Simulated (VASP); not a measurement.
# K (Im-3m) in VASP: a series of runs

K is run at these levels: PBE; tasks: single point, relaxation of volume and atoms at fixed shape.

Program: VASP 6.6.1. These are calculated values, not measurements. Logs are shortened: lines on timing, memory, paths and dates and some standing lists are left out, and cuts for length are marked.

### Step 1. The cell of the first run

Symmetry: Im-3m, No. 229, cubic system. The conventional cell has a = 5.294 Å, b = 5.294 Å, c = 5.294 Å, α = 90.00°, β = 90.00°, γ = 90.00°.

### Step 2. Single point, PBE

Input file INCAR:

```
ALGO     = Normal         # electronic algorithm
EDIFF    = 1E-6           # SCF threshold, eV
ENCUT    = 500            # plane-wave cutoff, eV
GGA      = PE             # functional
GGA_COMPAT= False        
ISIF     = 2              # what is computed and relaxed
ISMEAR   = 1              # smearing method
LASPH    = True           # aspherical terms in the spheres
LCHARG   = False          # write CHGCAR
LREAL    = False          # projectors in reciprocal space
LWAVE    = False          # write WAVECAR
NBANDS   = 10             # bands
NELM     = 120            # most SCF steps
PREC     = Accurate       # precision mode
SIGMA    = 0.1            # smearing width, eV
```

Input file KPOINTS:

```
k-points
0
Gamma
  6 6 6
```

Input file POSCAR:

```
K
1.0
   -2.6469436444      2.6469436444      2.6469436444
    2.6469436444     -2.6469436444      2.6469436444
    2.6469436444      2.6469436444     -2.6469436444
K
1
Direct
    0.0000000000      0.0000000000      0.0000000000
```

Potentials or basis: VASP PAW PBE potentials, release 64 (K_sv).

Launch:

```sh
> cat potpaw_PBE.64/K_sv/POTCAR > POTCAR
> mpirun -np 1 vasp_std > vasp.out
```

OUTCAR:

```text
EDIFF = 1E-6
   ENCUT = 500
   GGA = PE
   ISIF = 2
   ISMEAR = 1
   LASPH = True
   LREAL = False
   NELM = 120
   PREC = Accurate

 ion  position               nearest neighbor table
   1  0.000  0.000  0.000-

  LATTYP: Found a body centered cubic cell.
 ALAT       =     5.2938872888

  Lattice vectors:

 A1 = (  -2.6469436444,   2.6469436444,   2.6469436444)
 A2 = (   2.6469436444,  -2.6469436444,   2.6469436444)
 A3 = (   2.6469436444,   2.6469436444,  -2.6469436444)

Analysis of symmetry for initial positions (statically):
=====================================================================
 Subroutine PRICEL returns:
 Original cell was already a primitive cell.

 Routine SETGRP: Setting up the symmetry group for a
 body centered cubic supercell.

 Subroutine GETGRP returns: Found 48 space group operations
 (whereof 48 operations were pure point group operations)
 out of a pool of 48 trial point group operations.

The static configuration has the point symmetry O_h .

Analysis of symmetry for dynamics (positions and initial velocities):
=====================================================================
 Subroutine PRICEL returns:
 Original cell was already a primitive cell.

 Routine SETGRP: Setting up the symmetry group for a
 body centered cubic supercell.

 Subroutine GETGRP returns: Found 48 space group operations
 (whereof 48 operations were pure point group operations)
 out of a pool of 48 trial point group operations.

The dynamic configuration has the point symmetry O_h .

 Subroutine INISYM returns: Found 48 space group operations
 (whereof 48 operations are pure point group operations),
 and found     1 'primitive' translations

----------------------------------------------------------------------------------------

                                     Primitive cell

  volume of cell :      74.1812

  direct lattice vectors                    reciprocal lattice vectors
    -2.646943644  2.646943644  2.646943644     0.000000000  0.188897108  0.188897108
     2.646943644 -2.646943644  2.646943644     0.188897108  0.000000000  0.188897108
     2.646943644  2.646943644 -2.646943644     0.188897108  0.188897108  0.000000000

  length of vectors
     4.584640877  4.584640877  4.584640877     0.267140852  0.267140852  0.267140852

  position of ions in fractional coordinates (direct lattice)
     0.000000000  0.000000000  0.000000000

  ion indices of the primitive-cell ions
[... 70 lines left out ...]
   NFREE  =      0    steps in history (QN), initial steepest desc. (CG)
   ISIF   =      2    stress and relaxation
   ISYM   =      2    0-nonsym 1-usesym 2-fastsym
   POTIM  = 0.5000    time-step for ionic-motion
   TEBEG  =    0.0;   TEEND  =   0.0 temperature during run
   PSTRESS=    0.0 pullay stress
   NELECT =       9.0000    total number of electrons
   NUPDOWN=      -1.0000    fix difference up-down
   EMIN   =  10.00;   EMAX   =-10.00  energy-range for DOS
   EFERMI =   0.00;   METHOD = LEGACY
   ISMEAR =     1;   SIGMA  =   0.10  broadening in eV -4-tet -1-fermi 0-gaus
   EFERMI_NEDOS =   21; number of points for ismear=-14 and -15
   IALGO  =     38    algorithm
   IMIX   =      4    mixing-type and parameters
     AMIX     =   0.40;   BMIX     =  1.00
     AMIX_MAG =   1.60;   BMIX_MAG =  1.00
  volume/ion in A,a.u.               =      74.18       500.60
  Fermi-wavevector in a.u.,A,eV,Ry     =   0.810446  1.531522  8.936625  0.656823
  Thomas-Fermi vector in A             =   1.919623
   LORBIT       =      0    0 simple, 1 ext, 2 COOP (PROOUT), +10 PAW based schemes
   GGA     = PE    functional components
   LHFCALC =     F    Hartree Fock is set to
   AEXX    =    0.0000 exact exchange contribution
   IVDW    =     0    specifies the selected vdW correction
   LEPSILON=     F    determine dielectric tensor
   LRPA    =     F    only Hartree local field effects (RPA)
 non-spin polarized calculation
 Methfessel and Paxton  Order N= 1 SIGMA  =   0.10
  energy-cutoff  :      500.00
  volume of cell :       74.18
 maximum number of plane-waves:      1926
 NGX is ok and might be reduce to    36
   NGX = 17   NGY = 17   NGZ = 17

 number of electron       9.0000002 magnetization

 Free energy of the ion-electron system (eV)
  ---------------------------------------------------
  ext. energy  EPLUGINS =         0.00000000
  ---------------------------------------------------
  free energy    TOTEN  =        -1.02673479 eV

  energy without entropy =       -1.02058737  energy(sigma->0) =       -1.02468565

 E-fermi :  -0.1128     XC(G=0):  -5.6305

 val. band max:       -0.3817327497   @ k =   0.1667   0.1667   0.1667
 cond. band min:      -0.1053648556   @ k =   0.3333   0.1667   0.0000
 fundamental gap:      0.2763678941
 Fermi energy:        -0.1127741572

 k-point     1 :       0.0000    0.0000    0.0000
  band No.  band energies     occupation
      1     -32.2747      2.00000
      2     -15.7248      2.00000
      3     -15.7248      2.00000
      4     -15.7248      2.00000
      5      -2.2826      2.00000
      6       4.1473      0.00000
      7       4.1473      0.00000
      8       4.1473      0.00000
      9       5.0522      0.00000
     10       5.0522      0.00000
[... 183 lines left out ...]
 k-point    16 :       0.5000    0.5000    0.5000
  band No.  band energies     occupation
      1     -32.2677      2.00000
      2     -15.7722      2.00000
      3     -15.7722      2.00000
      4     -15.7722      2.00000
      5       1.5393     -0.00000
      6       1.5393     -0.00000
      7       3.3165      0.00000
      8       3.3165      0.00000
      9       3.3165      0.00000
     10       5.3251      0.00000

------------------------ aborting loop because EDIFF is reached ----------------------------------------

  FORCE on cell =-STRESS in cart. coord.  units (eV):
  Direction    XX          YY          ZZ          XY          YZ          ZX
  --------------------------------------------------------------------------------------
  -------------------------------------------------------------------------------------
  Total       -0.0004989     -0.0004989     -0.0004989      0.0000000      0.0000000     -0.0000000
  in kB       -0.0107754     -0.0107754     -0.0107754      0.0000000      0.0000000     -0.0000000
  external PRESSURE =      -0.0107754 kB  Pullay stress =       0.0000000 kB

 VOLUME and BASIS-vectors are now :
 -----------------------------------------------------------------------------
  energy-cutoff  :      500.00
  volume of cell :       74.18
      direct lattice vectors                 reciprocal lattice vectors
    -2.646943644  2.646943644  2.646943644     0.000000000  0.188897108  0.188897108
     2.646943644 -2.646943644  2.646943644     0.188897108  0.000000000  0.188897108
     2.646943644  2.646943644 -2.646943644     0.188897108  0.188897108  0.000000000

 POSITION                                       TOTAL-FORCE (eV/Angst)
 -----------------------------------------------------------------------------------
      0.00000      0.00000      0.00000         0.000000      0.000000      0.000000
 -----------------------------------------------------------------------------------
    total drift:                               -0.000000      0.000000      0.000000

  FREE ENERGIE OF THE ION-ELECTRON SYSTEM (eV)
  ---------------------------------------------------
  free  energy   TOTEN  =        -1.0267347853 eV

  energy  without entropy=       -1.0205873747  energy(sigma->0) =       -1.02468565
```

OSZICAR:

```text
N       E                     dE             d eps       ncg     rms          rms(c)
DAV:   1     0.444679977110E+02    0.44468E+02   -0.34109E+03   320   0.659E+02
DAV:   2     0.499249702746E+00   -0.43969E+02   -0.43151E+02   338   0.186E+02
DAV:   3    -0.989000851157E+00   -0.14883E+01   -0.14863E+01   474   0.282E+01
DAV:   4    -0.102395185583E+01   -0.34951E-01   -0.34941E-01   412   0.418E+00
DAV:   5    -0.102604001323E+01   -0.20882E-02   -0.20880E-02   490   0.672E-01    0.200E+00
DAV:   6    -0.102623926958E+01   -0.19926E-03   -0.14456E-03   492   0.248E-01    0.124E+00
DAV:   7    -0.102666132057E+01   -0.42205E-03   -0.27539E-03   482   0.330E-01    0.547E-02
DAV:   8    -0.102672256868E+01   -0.61248E-04   -0.13006E-04   406   0.133E-01    0.167E-02
DAV:   9    -0.102673530768E+01   -0.12739E-04   -0.15014E-05   406   0.261E-02    0.497E-03
DAV:  10    -0.102673478526E+01    0.52243E-06   -0.18448E-06   474   0.965E-03
   1 F= -.10267348E+01 E0= -.10246856E+01  d E =-.614741E-02
```

stdout:

```text
POSCAR found type information on POSCAR K
 POSCAR found :  1 types and       1 ions
 scaLAPACK will be used
 LDA part: xc-table for (Slater+PW92), standard interpolation
 POSCAR, INCAR and KPOINTS ok, starting setup
 FFT: planning ... GRIDC
 FFT: planning ... GRID_SOFT
 FFT: planning ... GRID
 WAVECAR not read
 entering main loop
```

Wall time 7.5 s (1 thread of Intel Xeon 6975P-C (Granite Rapids), shared host); peak memory 0.19 GiB.

What came out:

```yaml
Free_energy: -1.0267 eV
Pressure: 0.0 GPa
Band_gap_on_the_k_mesh: zero (an odd number of electrons rules out a gap without spin polarisation)
```

### Step 3. Relaxation of volume and atoms at fixed shape, PBE

This run uses another cell than the first one, of 71.32 Å³/atom.

Input file INCAR:

```
SYSTEM = K
PREC     = Accurate       ! precision mode
ENCUT    = 500            ! plane-wave cutoff, eV
EDIFF    = 1E-7           ! SCF threshold, eV
ISMEAR   = 1              ! smearing method
SIGMA    = 0.1            ! smearing width, eV
LREAL    = .False.        ! projectors in reciprocal space
LASPH    = .True.         ! aspherical terms in the spheres
NELM     = 120            ! most SCF steps
ALGO     = Normal         ! electronic algorithm
ISIF     = 8              ! what is computed and relaxed
LWAVE    = .False.        ! write WAVECAR
LCHARG   = .False.        ! write CHGCAR
GGA      = PE             ! functional
IBRION   = 2              ! ionic algorithm
NSW      = 80             ! ionic steps
EDIFFG   = -0.03          ! ionic threshold
GGA_COMPAT= .False.      
NELMIN   = 4
```

Input file KPOINTS:

```
regular mesh
0
Gamma
  6 6 6
  0 0 0
```

Input file POSCAR:

```
K
1.0
   -2.6125000000      2.6125000000      2.6125000000
    2.6125000000     -2.6125000000      2.6125000000
    2.6125000000      2.6125000000     -2.6125000000
K
1
Direct
    0.0000000000      0.0000000000      0.0000000000
```

Potentials or basis: VASP PAW PBE potentials, release 64 (K_sv).

Launch:

```sh
> cat potpaw_PBE.64/K_sv/POTCAR > POTCAR
> mpirun -np 1 vasp_std > vasp.out
```

OUTCAR:

```text
SYSTEM = K
   PREC = Accurate
   ENCUT = 500
   EDIFF = 1E-7
   ISMEAR = 1
   LREAL = .False.
   LASPH = .True.
   NELM = 120
   ISIF = 8
   GGA = PE
   IBRION = 2
   NSW = 80
   EDIFFG = -0.03
   NELMIN = 4

 ion  position               nearest neighbor table
   1  0.000  0.000  0.000-

  LATTYP: Found a body centered cubic cell.
 ALAT       =     5.2250000000

  Lattice vectors:

 A1 = (  -2.6125000000,   2.6125000000,   2.6125000000)
 A2 = (   2.6125000000,  -2.6125000000,   2.6125000000)
 A3 = (   2.6125000000,   2.6125000000,  -2.6125000000)

Analysis of symmetry for initial positions (statically):
=====================================================================
 Subroutine PRICEL returns:
 Original cell was already a primitive cell.

 Routine SETGRP: Setting up the symmetry group for a
 body centered cubic supercell.

 Subroutine GETGRP returns: Found 48 space group operations
 (whereof 48 operations were pure point group operations)
 out of a pool of 48 trial point group operations.

The static configuration has the point symmetry O_h .

[... 137 lines left out ...]
 maximum number of plane-waves:      1865
 NGX is ok and might be reduce to    36
   NGX = 17   NGY = 17   NGZ = 17

--------------------------------------- Ionic step        1  -------------------------------------------

 number of electron       9.0000000 magnetization

 Free energy of the ion-electron system (eV)
  ---------------------------------------------------
  ext. energy  EPLUGINS =         0.00000000
  ---------------------------------------------------
  free energy    TOTEN  =        -1.02524284 eV

  energy without entropy =       -1.01909281  energy(sigma->0) =       -1.02319283

------------------------ aborting loop because EDIFF is reached ----------------------------------------

  FORCE on cell =-STRESS in cart. coord.  units (eV):
  Direction    XX          YY          ZZ          XY          YZ          ZX
  --------------------------------------------------------------------------------------
  -------------------------------------------------------------------------------------
  Total        0.0648639      0.0648639      0.0648639      0.0000000      0.0000000     -0.0000000
  in kB        1.4570835      1.4570835      1.4570835      0.0000000      0.0000000     -0.0000000
  external PRESSURE =       1.4570835 kB  Pullay stress =       0.0000000 kB
[... 57 lines left out ...]
--------------------------------------- Ionic step        3  -------------------------------------------

 number of electron       9.0000002 magnetization

 Free energy of the ion-electron system (eV)
  ---------------------------------------------------
  ext. energy  EPLUGINS =         0.00000000
  ---------------------------------------------------
  free energy    TOTEN  =        -1.02647796 eV

  energy without entropy =       -1.02033041  energy(sigma->0) =       -1.02442878

 E-fermi :  -0.1084     XC(G=0):  -5.6352

 val. band max:       -0.3775679770   @ k =   0.1667   0.1667   0.1667
 cond. band min:      -0.1009694189   @ k =   0.3333   0.1667   0.0000
 fundamental gap:      0.2765985581
 Fermi energy:        -0.1083786521

 k-point     1 :       0.0000    0.0000    0.0000
  band No.  band energies     occupation
      1     -32.2691      2.00000
      2     -15.7190      2.00000
      3     -15.7190      2.00000
      4     -15.7190      2.00000
      5      -2.2810      2.00000
      6       4.1537      0.00000
      7       4.1537      0.00000
      8       4.1537      0.00000
[... 191 lines left out ...]
  FREE ENERGIE OF THE ION-ELECTRON SYSTEM (eV)
  ---------------------------------------------------
  free  energy   TOTEN  =        -1.0264779625 eV

  energy  without entropy=       -1.0203304054  energy(sigma->0) =       -1.02442878

 reached required accuracy - stopping structural energy minimisation
```

OSZICAR:

```text
N       E                     dE             d eps       ncg     rms          rms(c)
DAV:   1     0.498085167493E+02    0.49809E+02   -0.36948E+03   256   0.846E+02
DAV:   2     0.296114720374E+00   -0.49512E+02   -0.49276E+02   256   0.215E+02
DAV:   3    -0.100157537640E+01   -0.12977E+01   -0.12977E+01   424   0.357E+01
[... 25 lines left out ...]
DAV:   6    -0.102648127060E+01    0.15030E-04   -0.43769E-05   376   0.559E-02    0.179E-02
DAV:   7    -0.102647879692E+01    0.24737E-05   -0.36987E-06   408   0.140E-02    0.644E-03
DAV:   8    -0.102647841522E+01    0.38170E-06   -0.37487E-07   280   0.416E-03    0.340E-03
DAV:   9    -0.102647799086E+01    0.42436E-06   -0.18579E-07   272   0.346E-03    0.280E-04
DAV:  10    -0.102647796249E+01    0.28366E-07   -0.12910E-08   136   0.101E-03
   3 F= -.10264780E+01 E0= -.10244288E+01  d E =-.123512E-02
```

CONTCAR:

```text
K
   1.00000000000000
    -2.6452001869916963    2.6452001869916963    2.6452001869916963
     2.6452001869916963   -2.6452001869916963    2.6452001869916963
     2.6452001869916963    2.6452001869916963   -2.6452001869916963
  K
     1
Direct
     0.0000000000000000    0.0000000000000000    0.0000000000000000

  0.00000000E+00  0.00000000E+00  0.00000000E+00
```

It took 16 s on 1 thread of Intel Xeon 6975P-C (Granite Rapids), shared host; peak memory 0.2 GiB.

Results:

| Item | Value |
| --- | --- |
| Free energy | -1.0265 eV |
| Relaxed volume | 74.03 Å³/atom |
| Relaxed cell | a = 4.582 Å, b = 4.582 Å, c = 4.582 Å, α = 109.47°, β = 109.47°, γ = 109.47° |
| Space group after relaxing (to 0.1 Å) | Im-3m (No. 229) |
| Energy gained by relaxing | 1.2 meV/atom |
| Ionic steps | 3 |
| Pressure after relaxing | 0.0 GPa |
| Band gap on the k mesh | zero (an odd number of electrons rules out a gap without spin polarisation) |

Step by step:
```tsv
step	energy change (eV)	largest force (eV/Å)	pressure (GPa)	volume (Å³)
1	0.0000	0.0000	0.15	71.32
2	-0.0005	0.0000	0.11	71.99
3	-0.0012	0.0000	0.00	74.03
```

Final structure:
```cif
data_structure
_symmetry_space_group_name_H-M 'P 1'
_symmetry_Int_Tables_number 1
_cell_length_a 4.5816
_cell_length_b 4.5816
_cell_length_c 4.5816
_cell_angle_alpha 109.471
_cell_angle_beta 109.471
_cell_angle_gamma 109.471
_cell_volume 74.03
loop_
_atom_site_label
_atom_site_type_symbol
_atom_site_fract_x
_atom_site_fract_y
_atom_site_fract_z
_atom_site_occupancy
K1 K 0.00000 0.00000 0.00000 1
```
